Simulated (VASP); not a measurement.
# K (I4/mmm) in VASP: further runs

The runs below take K through single point, with PBEsol.

Program: VASP 6.6.1. These are calculated values, not measurements. Logs are shortened: lines on timing, memory, paths and dates and some standing lists are left out, and cuts for length are marked.

### 1 The cell of the first run

Symmetry: I4/mmm, No. 139, tetragonal system. Conventional cell: a = 4.974 Å, b = 4.974 Å, c = 5.367 Å, α = 90.00°, β = 90.00°, γ = 90.00°. K (site symmetry 4/mmm) has 14 K at 4.42 to 5.37 Å within 5.8 Å.

### 2 Single point, PBEsol (strain -0.050 along x and y, +0.025 along z)

INCAR

```
ALGO = Fast
EDIFF = 1E-6
ENCUT = 520
GGA = PS
ISIF = 2
ISMEAR = 0
LASPH = True
LCHARG = False
LREAL = False
LWAVE = False
NBANDS = 10
NELM = 60
PREC = Accurate
SIGMA = 0.15
```

KPOINTS

```
k-points
0
Gamma
  14 14 14
```

POSCAR

```
K
1.0
   -2.4871000000      2.4871000000      2.6834500000
    2.4871000000     -2.4871000000      2.6834500000
    2.4871000000      2.4871000000     -2.6834500000
K
1
Direct
    0.0000000000      0.0000000000      0.0000000000
```

Potentials or basis: VASP PAW PBE potentials, release 64 (K_sv).

On the command line:

```sh
$ cat potpaw_PBE.64/K_sv/POTCAR > POTCAR
$ mpirun -np 1 vasp_std > vasp.out
```

OUTCAR:

```text
EDIFF = 1E-6
   ENCUT = 520
   GGA = PS
   ISIF = 2
   ISMEAR = 0
   LASPH = True
   LREAL = False
   NELM = 60
   PREC = Accurate

 ion  position               nearest neighbor table
   1  0.000  0.000  0.000-

  LATTYP: Found a body centered tetragonal cell.
 ALAT       =     4.9742000000
 C/A-ratio  =     1.0789473684

  Lattice vectors:

 A1 = (  -2.4871000000,   2.4871000000,   2.6834500000)
 A2 = (   2.4871000000,  -2.4871000000,   2.6834500000)
 A3 = (   2.4871000000,   2.4871000000,  -2.6834500000)

Analysis of symmetry for initial positions (statically):
=====================================================================
 Subroutine PRICEL returns:
 Original cell was already a primitive cell.

 Routine SETGRP: Setting up the symmetry group for a
 body centered tetragonal supercell.

 Subroutine GETGRP returns: Found 16 space group operations
 (whereof 16 operations were pure point group operations)
 out of a pool of 16 trial point group operations.

The static configuration has the point symmetry D_4h.

Analysis of symmetry for dynamics (positions and initial velocities):
=====================================================================
 Subroutine PRICEL returns:
 Original cell was already a primitive cell.

 Routine SETGRP: Setting up the symmetry group for a
 body centered tetragonal supercell.

 Subroutine GETGRP returns: Found 16 space group operations
 (whereof 16 operations were pure point group operations)
 out of a pool of 16 trial point group operations.

The dynamic configuration has the point symmetry D_4h.

 Subroutine INISYM returns: Found 16 space group operations
 (whereof 16 operations are pure point group operations),
 and found     1 'primitive' translations

----------------------------------------------------------------------------------------

                                     Primitive cell

  volume of cell :      66.3957

  direct lattice vectors                    reciprocal lattice vectors
    -2.487100000  2.487100000  2.683450000     0.000000000  0.201037353  0.186327303
     2.487100000 -2.487100000  2.683450000     0.201037353  0.000000000  0.186327303
     2.487100000  2.487100000 -2.683450000     0.201037353  0.201037353  0.000000000

  length of vectors
     4.424052071  4.424052071  4.424052071     0.274105602  0.274105602  0.284309751

  position of ions in fractional coordinates (direct lattice)
     0.000000000  0.000000000  0.000000000

  ion indices of the primitive-cell ions
   primitive index   ion index
                 1           1

----------------------------------------------------------------------------------------

 KPOINTS: k-points

Automatic generation of k-mesh.
 Grid dimensions read from file:
 generate k-points for:   14   14   14

 Generating k-lattice:

  Cartesian coordinates                     Fractional coordinates (reciprocal lattice)
     0.000000000  0.014359811  0.013309093     0.071428571 -0.000000000  0.000000000
     0.014359811  0.000000000  0.013309093    -0.000000000  0.071428571  0.000000000
     0.014359811  0.014359811  0.000000000     0.000000000  0.000000000  0.071428571

  Length of vectors
     0.019578972  0.019578972  0.020307839

  Shift w.r.t. Gamma in fractional coordinates (k-lattice)
     0.000000000  0.000000000  0.000000000

 Subroutine IBZKPT returns following result:
 ===========================================

 Found    244 irreducible k-points:

 Following reciprocal coordinates:
            Coordinates               Weight
  0.000000  0.000000  0.000000      1.000000
  0.071429  0.000000 -0.000000      8.000000
  0.142857  0.000000 -0.000000      8.000000
  0.214286  0.000000 -0.000000      8.000000
  0.285714  0.000000 -0.000000      8.000000
  0.357143  0.000000 -0.000000      8.000000
[... 16 lines left out ...]
  0.214286  0.142857 -0.000000     16.000000
  0.285714  0.142857 -0.000000     16.000000
 [... further k-points ...]
   k-points           NKPTS =    244   k-points in BZ     NKDIM =    244   number of bands    NBANDS=     10
   number of dos      NEDOS =    301   number of ions     NIONS =      1
   total plane-waves  NPLWV =  46656
   dimension x,y,z NGX =    36 NGY =   36 NGZ =   36
   dimension x,y,z NGXF=    72 NGYF=   72 NGZF=   72
   ions per type =               1
   NGX,Y,Z   is equivalent  to a cutoff of  13.53, 13.53, 13.53 a.u.
   NGXF,Y,Z  is equivalent  to a cutoff of  27.06, 27.06, 27.06 a.u.
 SYSTEM =  unknown system
   PREC   = accura    normal or accurate (medium, high low for compatibility)
   ISTART =      0    job   : 0-new  1-cont  2-samecut
   ICHARG =      2    charge: 1-file 2-atom 10-const
   ISPIN  =      1    spin polarized calculation?
   LNONCOLLINEAR =      F non collinear calculations
   LSORBIT =      F    spin-orbit coupling
   LASPH  =      T    aspherical Exc in radial PAW
   ENCUT  =  520.0 eV  38.22 Ry    6.18 a.u.   8.23  8.23  8.23*2*pi/ulx,y,z
   NELM   =     60;   NELMIN=  2; NELMDL= -5     # of ELM steps
   EDIFF  = 0.1E-05   stopping-criterion for ELM
   LREAL  =      F    real-space projection
   EDIFFG = 0.1E-04   stopping-criterion for IOM
   NSW    =      0    number of steps for IOM
   IBRION =     -1    ionic relax: 0-MD 1-quasi-New 2-CG
   NFREE  =      0    steps in history (QN), initial steepest desc. (CG)
   ISIF   =      2    stress and relaxation
   ISYM   =      2    0-nonsym 1-usesym 2-fastsym
   POTIM  = 0.5000    time-step for ionic-motion
   TEBEG  =    0.0;   TEEND  =   0.0 temperature during run
   PSTRESS=    0.0 pullay stress
   NELECT =       9.0000    total number of electrons
   NUPDOWN=      -1.0000    fix difference up-down
   EMIN   =  10.00;   EMAX   =-10.00  energy-range for DOS
   EFERMI =   0.00;   METHOD = LEGACY
   ISMEAR =     0;   SIGMA  =   0.15  broadening in eV -4-tet -1-fermi 0-gaus
   EFERMI_NEDOS =   21; number of points for ismear=-14 and -15
   IALGO  =     68    algorithm
   IMIX   =      4    mixing-type and parameters
     AMIX     =   0.40;   BMIX     =  1.00
     AMIX_MAG =   1.60;   BMIX_MAG =  1.00
  volume/ion in A,a.u.               =      66.40       448.06
  Fermi-wavevector in a.u.,A,eV,Ry     =   0.840961  1.589185  9.622241  0.707215
  Thomas-Fermi vector in A             =   1.955428
   LORBIT       =      0    0 simple, 1 ext, 2 COOP (PROOUT), +10 PAW based schemes
   GGA     = PS    functional components
   LHFCALC =     F    Hartree Fock is set to
   AEXX    =    0.0000 exact exchange contribution
   IVDW    =     0    specifies the selected vdW correction
   LEPSILON=     F    determine dielectric tensor
   LRPA    =     F    only Hartree local field effects (RPA)
 non-spin polarized calculation
 RMM-DIIS sequential band-by-band and
 Gauss-broadening in eV      SIGMA  =   0.15
  energy-cutoff  :      520.00
  volume of cell :       66.40
 maximum number of plane-waves:      1806
 NGX is ok and might be reduce to    36
   NGX = 17   NGY = 17   NGZ = 17

 number of electron       8.9999999 magnetization

 Free energy of the ion-electron system (eV)
  ---------------------------------------------------
  ext. energy  EPLUGINS =         0.00000000
  ---------------------------------------------------
  free energy    TOTEN  =        -1.13338525 eV

  energy without entropy =       -1.12478697  energy(sigma->0) =       -1.12908611

 E-fermi :   0.0624     XC(G=0):  -5.9578

 val. band max:        0.0548926217   @ k =   0.3571   0.1429  -0.0000
 cond. band min:       0.0635882246   @ k =  -0.4286   0.4286   0.0000
 fundamental gap:      0.0086956029
 Fermi energy:         0.0623852786

 k-point     1 :       0.0000    0.0000    0.0000
  band No.  band energies     occupation
      1     -31.8705      2.00000
      2     -15.3718      2.00000
      3     -15.3718      2.00000
      4     -15.3710      2.00000
      5      -2.2452      2.00000
      6       4.3452      0.00000
      7       4.3452      0.00000
      8       4.7264      0.00000
      9       5.1757      0.00000
     10       5.6902      0.00000

 k-point     2 :       0.0714    0.0000   -0.0000
  band No.  band energies     occupation
      1     -31.8702      2.00000
      2     -15.3765      2.00000
      3     -15.3733      2.00000
      4     -15.3713      2.00000
      5      -2.1775      2.00000
      6       4.2552      0.00000
      7       4.3319      0.00000
      8       4.7145      0.00000
      9       5.0843      0.00000
     10       5.6314      0.00000

 k-point     3 :       0.1429    0.0000   -0.0000
  band No.  band energies     occupation
      1     -31.8693      2.00000
      2     -15.3904      2.00000
      3     -15.3774      2.00000
      4     -15.3713      2.00000
      5      -1.9770      2.00000
      6       3.8958      0.00000
      7       4.2093      0.00000
      8       4.8018      0.00000
      9       5.0089      0.00000
     10       5.5387      0.00000

 k-point     4 :       0.2143    0.0000   -0.0000
  band No.  band energies     occupation
      1     -31.8679      2.00000
      2     -15.4105      2.00000
      3     -15.3834      2.00000
      4     -15.3712      2.00000
      5      -1.6514      2.00000
      6       3.3157      0.00000
      7       3.9862      0.00000
      8       5.0547      0.00000
      9       5.0627      0.00000
     10       5.4875      0.00000

 k-point     5 :       0.2857    0.0000   -0.0000
  band No.  band energies     occupation
      1     -31.8664      2.00000
      2     -15.4325      2.00000
      3     -15.3901      2.00000
      4     -15.3711      2.00000
      5      -1.2133      2.00000
      6       2.6596      0.00000
      7       3.7579      0.00000
      8       5.1254      0.00000
      9       5.4324      0.00000
     10       5.5240      0.00000

 k-point     6 :       0.3571    0.0000   -0.0000
  band No.  band energies     occupation
      1     -31.8651      2.00000
      2     -15.4522      2.00000
      3     -15.3960      2.00000
      4     -15.3710      2.00000
      5      -0.6804      2.00000
      6       1.9819      0.00000
      7       3.5736      0.00000
      8       5.1062      0.00000
      9       5.6591      0.00000
     10       5.9118      0.00000
[... 183 lines left out ...]
 k-point    21 :      -0.0714    0.0714    0.0000
  band No.  band energies     occupation
      1     -31.8702      2.00000
      2     -15.3767      2.00000
      3     -15.3728      2.00000
      4     -15.3720      2.00000
      5      -2.1723      2.00000
      6       4.2369      0.00000
      7       4.3997      0.00000
      8       4.6192      0.00000
      9       5.1687      0.00000
     10       5.5526      0.00000

 k-point    22 :       0.1429    0.1429   -0.0000
  band No.  band energies     occupation
      1     -31.8673      2.00000
      2     -15.4178      2.00000
      3     -15.3854      2.00000
      4     -15.3743      2.00000
      5      -1.4793      2.00000
      6       3.2141      0.00000
      7       3.6768      0.00000
      8       4.9660      0.00000
      9       5.1617      0.00000
     10       5.7207      0.00000

 k-point    23 :       0.2143    0.1429   -0.0000
  band No.  band energies     occupation
      1     -31.8659      2.00000
      2     -15.4346      2.00000
      3     -15.3932      2.00000
      4     -15.3754      2.00000
      5      -1.0561      2.00000
      6       2.7006      0.00000
      7       3.3869      0.00000
      8       5.0620      0.00000
      9       5.3445      0.00000
     10       5.8027      0.00000

 k-point    24 :       0.2857    0.1429   -0.0000
  band No.  band energies     occupation
      1     -31.8647      2.00000
      2     -15.4495      2.00000
      3     -15.4010      2.00000
      4     -15.3761      2.00000
      5      -0.5371      2.00000
      6       2.1059      0.00000
      7       3.1825      0.00000
      8       5.0290      0.00000
      9       5.5090      0.00000
     10       5.9930      0.00000

 [... further k-points ...]

------------------------ aborting loop because EDIFF is reached ----------------------------------------

  FORCE on cell =-STRESS in cart. coord.  units (eV):
  Direction    XX          YY          ZZ          XY          YZ          ZX
  --------------------------------------------------------------------------------------
  -------------------------------------------------------------------------------------
  Total        0.1176917      0.1176917      0.1037023      0.0000000      0.0000000      0.0000000
  in kB        2.8399879      2.8399879      2.5024128      0.0000000      0.0000000      0.0000000
  external PRESSURE =       2.7274629 kB  Pullay stress =       0.0000000 kB

 VOLUME and BASIS-vectors are now :
 -----------------------------------------------------------------------------
  energy-cutoff  :      520.00
  volume of cell :       66.40
      direct lattice vectors                 reciprocal lattice vectors
    -2.487100000  2.487100000  2.683450000     0.000000000  0.201037353  0.186327303
     2.487100000 -2.487100000  2.683450000     0.201037353  0.000000000  0.186327303
     2.487100000  2.487100000 -2.683450000     0.201037353  0.201037353  0.000000000

 POSITION                                       TOTAL-FORCE (eV/Angst)
 -----------------------------------------------------------------------------------
      0.00000      0.00000      0.00000         0.000000     -0.000000      0.000000
 -----------------------------------------------------------------------------------
    total drift:                               -0.000000      0.000000      0.000000

  FREE ENERGIE OF THE ION-ELECTRON SYSTEM (eV)
  ---------------------------------------------------
  free  energy   TOTEN  =        -1.1333852535 eV

  energy  without entropy=       -1.1247869738  energy(sigma->0) =       -1.12908611
```

Run time: 4.1 min. Hardware: 1 thread of Intel Xeon 8259CL, shared host; peak memory 0.31 GiB.

Results:

- Free energy: -1.1334 eV
- Pressure: 0.3 GPa
- Band gap on the k mesh: zero (an odd number of electrons rules out a gap without spin polarisation)

Caveat: the cell differs from its parent crystal (strain -0.050 along x and y, +0.025 along z); the PAW data sets were made with another functional, which shifts forces and pressure a little.

(Part 1 of 3 ends here.)

The gap in the log of VASP goes by the Fermi energy; the results here count the filled bands.